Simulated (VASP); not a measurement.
# PbSe (Clausthalite) (Fm-3m) in VASP: settings compared

Aim: see how the results for PbSe (Clausthalite) move with the level of theory and the settings. Levels: revPBE, RPBE+D4, PBEsol. Tasks: relaxation of cell and atoms, single point.

All numbers are computed with VASP 6.6.1; they aren't measurements. Logs are shortened: lines on timing, memory, paths and dates and some standing lists are left out, and cuts for length are marked.

### Step 1. The cell of the first run

Symmetry: Fm-3m, No. 225, cubic system. Conventional cell: a = 6.121 Å, b = 6.121 Å, c = 6.121 Å, α = 90.00°, β = 90.00°, γ = 90.00°. Pb (site symmetry m-3m) has 6 Se at 3.06 Å within 4.0 Å. Se (site symmetry m-3m) has 6 Pb at 3.06 Å within 4.0 Å.

### Step 2. Relaxation of cell and atoms, revPBE

Input file INCAR:

```
SYSTEM = PbSe
  PREC = Accurate
  ENCUT = 600
  EDIFF = 1E-6
  ISMEAR = -1
  SIGMA = 0.05
  LREAL = .FALSE.
  LASPH = .TRUE.
  NELM = 80
  ALGO = Normal
  ISIF = 3
  LWAVE = .FALSE.
  LCHARG = .FALSE.
  GGA = RE
  IBRION = 2
  NSW = 80
  EDIFFG = -0.02
```

Input file KPOINTS:

```
Automatic mesh
0
G
  8 8 8
  0 0 0
```

Input file POSCAR:

```
PbSe
1.0
    0.0000000000      3.0606500000      3.0606500000
    3.0606500000      0.0000000000      3.0606500000
    3.0606500000      3.0606500000      0.0000000000
Pb Se
1 1
Direct
    0.0000000000      0.0000000000      0.0000000000
    0.5000000000      0.5000000000      0.5000000000
```

Potentials or basis: VASP PAW PBE potentials, release 64 (Pb_d, Se).

On the command line:

```sh
$ cat potpaw_PBE.64/Pb_d/POTCAR potpaw_PBE.64/Se/POTCAR > POTCAR
$ mpirun -np 1 vasp_std > vasp.out
```

OUTCAR:

```text
SYSTEM = PbSe
   PREC = Accurate
   ENCUT = 600
   EDIFF = 1E-6
   ISMEAR = -1
   LREAL = .FALSE.
   LASPH = .TRUE.
   NELM = 80
   ISIF = 3
   GGA = RE
   IBRION = 2
   NSW = 80
   EDIFFG = -0.02

 ion  position               nearest neighbor table
   1  0.000  0.000  0.000-   2 3.06   2 3.06   2 3.06   2 3.06   2 3.06   2 3.06
   2  0.500  0.500  0.500-   1 3.06   1 3.06   1 3.06   1 3.06   1 3.06   1 3.06

  LATTYP: Found a face centered cubic cell.
 ALAT       =     6.1213000000

  Lattice vectors:

 A1 = (   0.0000000000,   3.0606500000,   3.0606500000)
 A2 = (   3.0606500000,   0.0000000000,   3.0606500000)
 A3 = (   3.0606500000,   3.0606500000,   0.0000000000)

Analysis of symmetry for initial positions (statically):
=====================================================================
 Subroutine PRICEL returns:
 Original cell was already a primitive cell.

 Routine SETGRP: Setting up the symmetry group for a
 face centered cubic supercell.

 Subroutine GETGRP returns: Found 48 space group operations
 (whereof 48 operations were pure point group operations)
 out of a pool of 48 trial point group operations.

The static configuration has the point symmetry O_h .

Analysis of symmetry for dynamics (positions and initial velocities):
=====================================================================
 Subroutine PRICEL returns:
 Original cell was already a primitive cell.

 Routine SETGRP: Setting up the symmetry group for a
 face centered cubic supercell.

 Subroutine GETGRP returns: Found 48 space group operations
 (whereof 48 operations were pure point group operations)
 out of a pool of 48 trial point group operations.

The dynamic configuration has the point symmetry O_h .

 Subroutine INISYM returns: Found 48 space group operations
 (whereof 48 operations are pure point group operations),
 and found     1 'primitive' translations

----------------------------------------------------------------------------------------

                                     Primitive cell

  volume of cell :      57.3418

  direct lattice vectors                    reciprocal lattice vectors
     0.000000000  3.060650000  3.060650000    -0.163363991  0.163363991  0.163363991
     3.060650000  0.000000000  3.060650000     0.163363991 -0.163363991  0.163363991
     3.060650000  3.060650000  0.000000000     0.163363991  0.163363991 -0.163363991

  length of vectors
     4.328412740  4.328412740  4.328412740     0.282954733  0.282954733  0.282954733

  position of ions in fractional coordinates (direct lattice)
     0.000000000  0.000000000  0.000000000
     0.500000000  0.500000000  0.500000000

  ion indices of the primitive-cell ions
   primitive index   ion index
                 1           1
                 2           2

----------------------------------------------------------------------------------------

 KPOINTS: Automatic mesh

Automatic generation of k-mesh.
 Grid dimensions read from file:
 generate k-points for:    8    8    8

 Generating k-lattice:

  Cartesian coordinates                     Fractional coordinates (reciprocal lattice)
    -0.020420499  0.020420499  0.020420499     0.125000000  0.000000000  0.000000000
     0.020420499 -0.020420499  0.020420499     0.000000000  0.125000000  0.000000000
     0.020420499  0.020420499 -0.020420499     0.000000000  0.000000000  0.125000000

  Length of vectors
     0.035369342  0.035369342  0.035369342

  Shift w.r.t. Gamma in fractional coordinates (k-lattice)
     0.000000000  0.000000000  0.000000000

 Subroutine IBZKPT returns following result:
 ===========================================

 Found     29 irreducible k-points:

 Following reciprocal coordinates:
            Coordinates               Weight
  0.000000  0.000000  0.000000      1.000000
  0.125000  0.000000  0.000000      8.000000
  0.250000  0.000000  0.000000      8.000000
  0.375000  0.000000  0.000000      8.000000
  0.500000  0.000000  0.000000      4.000000
  0.125000  0.125000  0.000000      6.000000
[... 16 lines left out ...]
  0.500000  0.250000  0.125000     48.000000
 -0.375000  0.250000  0.125000     24.000000
 [... further k-points ...]
   k-points           NKPTS =     29   k-points in BZ     NKDIM =     29   number of bands    NBANDS=     14
   number of dos      NEDOS =    301   number of ions     NIONS =      2
   total plane-waves  NPLWV =  46656
   dimension x,y,z NGX =    36 NGY =   36 NGZ =   36
   dimension x,y,z NGXF=    72 NGYF=   72 NGZF=   72
   ions per type =               1   1
   NGX,Y,Z   is equivalent  to a cutoff of  13.83, 13.83, 13.83 a.u.
   NGXF,Y,Z  is equivalent  to a cutoff of  27.65, 27.65, 27.65 a.u.
 SYSTEM =  PbSe
   PREC   = accura    normal or accurate (medium, high low for compatibility)
   ISTART =      0    job   : 0-new  1-cont  2-samecut
   ICHARG =      2    charge: 1-file 2-atom 10-const
   ISPIN  =      1    spin polarized calculation?
   LNONCOLLINEAR =      F non collinear calculations
   LSORBIT =      F    spin-orbit coupling
   LASPH  =      T    aspherical Exc in radial PAW
   ENCUT  =  600.0 eV  44.10 Ry    6.64 a.u.   8.64  8.64  8.64*2*pi/ulx,y,z
   NELM   =     80;   NELMIN=  2; NELMDL= -5     # of ELM steps
   EDIFF  = 0.1E-05   stopping-criterion for ELM
   LREAL  =      F    real-space projection
   EDIFFG = -.2E-01   stopping-criterion for IOM
   NSW    =     80    number of steps for IOM
   IBRION =      2    ionic relax: 0-MD 1-quasi-New 2-CG
   NFREE  =      1    steps in history (QN), initial steepest desc. (CG)
   ISIF   =      3    stress and relaxation
   ISYM   =      2    0-nonsym 1-usesym 2-fastsym
   POTIM  = 0.5000    time-step for ionic-motion
   TEBEG  =    0.0;   TEEND  =   0.0 temperature during run
   PSTRESS=    0.0 pullay stress
   NELECT =      20.0000    total number of electrons
   NUPDOWN=      -1.0000    fix difference up-down
   EMIN   =  10.00;   EMAX   =-10.00  energy-range for DOS
   EFERMI =   0.00;   METHOD = LEGACY
   ISMEAR =    -1;   SIGMA  =   0.05  broadening in eV -4-tet -1-fermi 0-gaus
   EFERMI_NEDOS =   21; number of points for ismear=-14 and -15
   IALGO  =     38    algorithm
   IMIX   =      4    mixing-type and parameters
     AMIX     =   0.40;   BMIX     =  1.00
     AMIX_MAG =   1.60;   BMIX_MAG =  1.00
  volume/ion in A,a.u.               =      28.67       193.48
  Fermi-wavevector in a.u.,A,eV,Ry     =   1.152377  2.177676 18.068159  1.327972
  Thomas-Fermi vector in A             =   2.289028
   LORBIT       =      0    0 simple, 1 ext, 2 COOP (PROOUT), +10 PAW based schemes
   GGA     = RE    functional components
   LHFCALC =     F    Hartree Fock is set to
   AEXX    =    0.0000 exact exchange contribution
   IVDW    =     0    specifies the selected vdW correction
   LEPSILON=     F    determine dielectric tensor
   LRPA    =     F    only Hartree local field effects (RPA)
 conjugate gradient relaxation of ions
 non-spin polarized calculation
  energy-cutoff  :      600.00
  volume of cell :       57.34
 maximum number of plane-waves:      1930
   NGX = 17   NGY = 17   NGZ = 17

--------------------------------------- Ionic step        1  -------------------------------------------

 number of electron      20.0000001 magnetization

 Free energy of the ion-electron system (eV)
  ---------------------------------------------------
  ext. energy  EPLUGINS =         0.00000000
  ---------------------------------------------------
  free energy    TOTEN  =        -7.55956850 eV

  energy without entropy =       -7.55936551  energy(sigma->0) =       -7.55946701

 E-fermi :   5.3376     XC(G=0):  -9.4229

 val. band max:        5.1612608420   @ k =   0.5000   0.0000   0.0000
 cond. band min:       5.5139153231   @ k =   0.5000   0.0000   0.0000
 fundamental gap:      0.3526544812
 Fermi energy:         5.3376114263

 k-point     1 :       0.0000    0.0000    0.0000
  band No.  band energies     occupation
      1     -11.7316      2.00000
      2     -11.7316      2.00000
      3     -11.7316      2.00000
      4     -11.7245      2.00000
      5     -11.7245      2.00000
      6      -8.4184      2.00000
      7      -1.1120      2.00000
      8       3.2726      2.00000
      9       3.2726      2.00000
     10       3.2726      2.00000
     11       9.9067      0.00000
     12       9.9067      0.00000
     13       9.9067      0.00000
     14      11.7005      0.00000

 k-point     2 :       0.1250    0.0000    0.0000
  band No.  band energies     occupation
      1     -11.7310      2.00000
      2     -11.7308      2.00000
      3     -11.7308      2.00000
      4     -11.7242      2.00000
      5     -11.7242      2.00000
      6      -8.3001      2.00000
      7      -1.5105      2.00000
      8       3.3135      2.00000
      9       3.3135      2.00000
     10       3.5542      2.00000
[... 436 lines left out ...]
 POSITION                                       TOTAL-FORCE (eV/Angst)
 -----------------------------------------------------------------------------------
      3.15914      3.15914      6.31828        -0.000000     -0.000000      0.000000
      3.15914      3.15914      3.15914         0.000000      0.000000     -0.000000
 -----------------------------------------------------------------------------------
    total drift:                                0.000000      0.000000      0.000000

  FREE ENERGIE OF THE ION-ELECTRON SYSTEM (eV)
  ---------------------------------------------------
  free  energy   TOTEN  =        -7.6035917908 eV

  energy  without entropy=       -7.6035712889  energy(sigma->0) =       -7.60358154

--------------------------------------- Ionic step        3  -------------------------------------------

 number of electron      19.9999999 magnetization

 Free energy of the ion-electron system (eV)
  ---------------------------------------------------
  ext. energy  EPLUGINS =         0.00000000
  ---------------------------------------------------
  free energy    TOTEN  =        -7.60731804 eV

  energy without entropy =       -7.60728502  energy(sigma->0) =       -7.60730153

 E-fermi :   4.5274     XC(G=0):  -9.0780

 val. band max:        4.2385083479   @ k =   0.5000   0.0000   0.0000
 cond. band min:       4.8159838693   @ k =   0.5000   0.0000   0.0000
 fundamental gap:      0.5774755214
 Fermi energy:         4.5274208283

 k-point     1 :       0.0000    0.0000    0.0000
  band No.  band energies     occupation
      1     -12.5074      2.00000
      2     -12.5074      2.00000
      3     -12.5074      2.00000
      4     -12.4971      2.00000
      5     -12.4971      2.00000
      6      -8.6963      2.00000
      7      -2.0998      2.00000
      8       2.7235      2.00000
      9       2.7235      2.00000
     10       2.7235      2.00000
     11       8.8668      0.00000
     12       8.8668      0.00000
     13       8.8668      0.00000
     14      10.9877      0.00000

 k-point     2 :       0.1250    0.0000    0.0000
  band No.  band energies     occupation
      1     -12.5068      2.00000
      2     -12.5057      2.00000
      3     -12.5057      2.00000
      4     -12.4978      2.00000
      5     -12.4978      2.00000
      6      -8.5933      2.00000
      7      -2.4041      2.00000
      8       2.7597      2.00000
      9       2.7597      2.00000
     10       2.9286      2.00000
[... 400 lines left out ...]
 POSITION                                       TOTAL-FORCE (eV/Angst)
 -----------------------------------------------------------------------------------
      0.00000      0.00000      0.00000        -0.000000     -0.000000     -0.000000
      3.13649      3.13649      3.13649         0.000000      0.000000      0.000000
 -----------------------------------------------------------------------------------
    total drift:                                0.000000      0.000000      0.000000

  FREE ENERGIE OF THE ION-ELECTRON SYSTEM (eV)
  ---------------------------------------------------
  free  energy   TOTEN  =        -7.6073180378 eV

  energy  without entropy=       -7.6072850181  energy(sigma->0) =       -7.60730153

 reached required accuracy - stopping structural energy minimisation
```

Wall time 25 s (1 thread of Intel Xeon 6975P-C (Granite Rapids), shared host); peak memory 0.23 GiB.

Results:

* Free energy: -7.6073 eV
* Relaxed volume: 30.86 Å³/atom
* Relaxed cell: a = 4.436 Å, b = 4.436 Å, c = 4.436 Å, α = 60.00°, β = 60.00°, γ = 60.00°
* Space group after relaxing (to 0.05 Å): Fm-3m (No. 225)
* Energy gained by relaxing: 23.9 meV/atom
* Ionic steps: 3
* Pressure after relaxing: 0.0 GPa
* Band gap on the k mesh: 0.58 eV, direct

The path:
```
step  energy change (eV)  largest force (eV/Å)  pressure (GPa)  volume (Å³)
   1              0.0000                0.0000            3.73        57.34
   2             -0.0440                0.0000           -0.88        63.06
   3             -0.0477                0.0000            0.01        61.71
```

Final structure:
```
Pb Se
1.0
     0.00000    3.13649    3.13649
     3.13649    0.00000    3.13649
     3.13649    3.13649    0.00000
Pb Se
1 1
Direct
  0.00000 0.00000 0.00000
  0.50000 0.50000 0.50000
```

Caveat: the PAW data sets were made with another functional, which shifts forces and pressure a little; spin-orbit coupling is left out, which moves the levels of the heavy elements.

### Step 3. Relaxation of cell and atoms, RPBE+D4

Input file INCAR:

```
ALGO = Normal ; EDIFF = 1E-6
EDIFFG = -0.005 ; ENCUT = 600
GGA = RP ; IBRION = 2
ISIF = 3 ; ISMEAR = -1
IVDW = 13 ; LASPH = True
LCHARG = False ; LREAL = False
LWAVE = False ; NELM = 80
NSW = 80 ; PREC = Accurate
SIGMA = 0.05
```

Input file KPOINTS:

```
k-points
0
Gamma
  8 8 8
```

POSCAR is that of step 2.

Potentials or basis: VASP PAW PBE potentials, release 64 (Pb_d, Se).

On the command line:

```sh
$ cat potpaw_PBE.64/Pb_d/POTCAR potpaw_PBE.64/Se/POTCAR > POTCAR
$ mpirun -np 1 vasp_std > vasp.out
```

Wall time 21 s (1 thread of Intel Xeon 6975P-C (Granite Rapids), shared host); peak memory 0.21 GiB.

Results (log left out):

- Free energy: -8.9171 eV
- Relaxed volume: 28.84 Å³/atom
- Relaxed cell: a = 4.337 Å, b = 4.337 Å, c = 4.337 Å, α = 60.00°, β = 60.00°, γ = 60.00°
- Space group after relaxing (to 0.05 Å): Fm-3m (No. 225)
- Energy gained by relaxing: 0.1 meV/atom
- Ionic steps: 3
- Pressure after relaxing: 0.0 GPa
- Band gap on the k mesh: 0.40 eV, direct
- Dispersion energy per atom: -0.723 eV

Step by step:
```
step  energy change (eV)  largest force (eV/Å)  pressure (GPa)  volume (Å³)
   1              0.0000                0.0000            0.27        57.34
   2             -0.0003                0.0000           -0.05        57.74
   3             -0.0003                0.0000            0.00        57.67
```

Final structure:
```
Pb Se
1.0
     0.00000    3.06649    3.06649
     3.06649    0.00000    3.06649
     3.06649    3.06649    0.00000
Pb Se
1 1
Direct
  0.00000 0.00000 0.00000
  0.50000 0.50000 0.50000
```

Levels at points of the mesh, in eV from the valence-band top:
```csv
k point,band 7,band 8,band 9,band 10,band 11,band 12,band 13,band 14
"(0.00, 0.00, 0.00)",-6.27,-1.86,-1.86,-1.86,4.75,4.75,4.75,6.57
"(0.50, 0.00, 0.00)",-8.74,-1.46,-1.46,0.00,0.40,1.75,1.75,8.67
"(0.50, 0.50, 0.00)",-7.34,-4.91,-3.19,-3.19,3.80,5.64,5.64,6.08
```

Caveat: the PAW data sets were made with another functional, which shifts forces and pressure a little; spin-orbit coupling is left out, which moves the levels of the heavy elements.

### Step 4. Single point, PBEsol

This run uses another cell than the first one, of 21.16 Å³/atom, 0.738 times its volume.

Input file INCAR:

```
  PREC = Accurate
  ENCUT = 520
  EDIFF = 1E-7
  ISMEAR = -1
  SIGMA = 0.05
  LREAL = F
  LASPH = T
  NELM = 100
  ALGO = Normal
  ISIF = 2
  LWAVE = F
  LCHARG = T
  GGA = PS
  LELF = T
  LVHAR = T
  NBANDS = 17
```

Input file KPOINTS:

```
regular mesh
0
Gamma
  8 8 8
```

Input file POSCAR:

```
PbSe
1.0
    0.0000000000      2.7657092116      2.7657092116
    2.7657092116      0.0000000000      2.7657092116
    2.7657092116      2.7657092116      0.0000000000
Pb Se
1 1
Direct
    0.0000000000      0.0000000000      0.0000000000
    0.5000000000      0.5000000000      0.5000000000
```

On the command line:

```sh
$ cat potpaw_PBE.64/Pb_d/POTCAR potpaw_PBE.64/Se/POTCAR > POTCAR
$ mpirun -np 1 vasp_std > vasp.out
```

It took 11 s on 1 thread of AMD EPYC 9R45 (Zen 5), shared host; peak memory 0.15 GiB.

Results (log left out):

```yaml
Free_energy: -7.8751 eV
Pressure: 30.1 GPa
Band_gap_on_the_k_mesh: 0.74 eV, indirect (least direct gap 0.82 eV)
```

Levels at points of the mesh, in eV from the valence-band top:
| k point | band 8 | band 9 | band 10 | band 11 | band 12 | band 13 |
| --- | --- | --- | --- | --- | --- | --- |
| (0.00, 0.00, 0.00) | -3.10 | -3.10 | -3.10 | 5.67 | 5.67 | 5.67 |
| (0.50, 0.00, 0.00) | -2.33 | -2.33 | -0.38 | 0.90 | 1.11 | 1.11 |
| (0.50, 0.50, 0.00) | -7.64 | -5.11 | -5.11 | 2.47 | 7.19 | 7.19 |

Caveat: the PAW data sets were made with another functional, which shifts forces and pressure a little; spin-orbit coupling is left out, which moves the levels of the heavy elements.

### Step 5. Single point, PBEsol

This run uses another cell than the first one, of 22.61 Å³/atom, 0.789 times its volume.

Input file INCAR:

```
SYSTEM = PbSe
  PREC = Accurate
  ENCUT = 520
  EDIFF = 1E-6
  ISMEAR = -1
  SIGMA = 0.05
  LREAL = .FALSE.
  LASPH = .TRUE.
  NELM = 60
  ALGO = Normal
  ISIF = 2
  LWAVE = .FALSE.
  LCHARG = .TRUE.
  GGA = PS
  LELF = .TRUE.
  LVHAR = .TRUE.
  NBANDS = 17
```

Input file KPOINTS:

```
Automatic mesh
0
G
  8 8 8
  0 0 0
```

Input file POSCAR:

```
PbSe
1.0
    0.0000000000      2.8278566300      2.8278566300
    2.8278566300      0.0000000000      2.8278566300
    2.8278566300      2.8278566300      0.0000000000
Pb Se
1 1
Direct
    0.0000000000      0.0000000000      0.0000000000
    0.5000000000      0.5000000000      0.5000000000
```

On the command line:

```sh
$ cat potpaw_PBE.64/Pb_d/POTCAR potpaw_PBE.64/Se/POTCAR > POTCAR
$ mpirun -np 1 vasp_std > vasp.out
```

It took 10 s on 1 thread of AMD EPYC 9R45 (Zen 5), shared host; peak memory 0.15 GiB.

Results (log left out):

```
Free energy            : -8.3280 eV
Pressure               : 20.0 GPa
Band gap on the k mesh : 0.80 eV, indirect (least direct gap 0.87 eV)
```

Levels at points of the mesh, in eV from the valence-band top:
| k point | band 6 | band 7 | band 8 | band 9 | band 10 | band 11 | band 12 | band 13 | band 14 | band 15 |
| --- | --- | --- | --- | --- | --- | --- | --- | --- | --- | --- |
| (0.00, 0.00, 0.00) | -15.55 | -5.42 | -2.65 | -2.65 | -2.65 | 5.60 | 5.60 | 5.60 | 6.29 | 6.29 |
| (0.50, 0.00, 0.00) | -13.80 | -10.11 | -1.98 | -1.98 | -0.07 | 0.80 | 1.42 | 1.42 | 9.12 | 10.31 |
| (0.50, 0.50, 0.00) | -12.84 | -7.52 | -6.84 | -4.50 | -4.50 | 2.89 | 6.97 | 6.97 | 7.47 | 12.33 |

Caveat: the PAW data sets were made with another functional, which shifts forces and pressure a little; spin-orbit coupling is left out, which moves the levels of the heavy elements. A k mesh can miss the band edges.

[end of part 1 of 2]
